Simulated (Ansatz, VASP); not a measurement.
**One calculation of Hf, two programs**

```
CELL_PARAMETERS angstrom
3.04857 0.00000 0.00000
-1.52428 2.64014 0.00000
0.00000 0.00000 4.81964
ATOMIC_POSITIONS crystal
Hf 0.33333 0.66667 0.25000
Hf 0.66667 0.33333 0.75000
```

Alike in both runs: task single point; functional PBEsol; k mesh 6 × 6 × 4; occupations gaussian, width 0.1 eV; no spin polarisation.

|  | VASP | Ansatz |
| --- | --- | --- |
| version | VASP 6.6.1 | Ansatz 0.2.0 |
| potentials or method | VASP PAW PBE potentials, release 64 (Hf_pv), cutoff 520 eV | scalar-relativistic, plane waves, PAW |
| valence electrons in the cell | 20 | 52 |

```tsv
	VASP	Ansatz	Ansatz less VASP
gap on the k mesh at the Fermi level (eV)	none	none	-
pressure (GPa)	13.7	14.1	+0.37
traceless stress, the component that is largest in VASP (GPa)	0.79	0.91	+0.121
```

VASP's potentials were made for PBE, not for PBEsol. A gap of «none» marks a metal or a gap that the smearing closes. With one functional, cell and mesh, what is left measures potentials, basis and numerics. VASP's potentials hold 20 valence electrons a cell and Ansatz's 52, so a difference there can come from the potentials and not from the codes.

The k mesh is coarse, so the values compare programs but aren't converged. Spin-orbit coupling is off throughout.
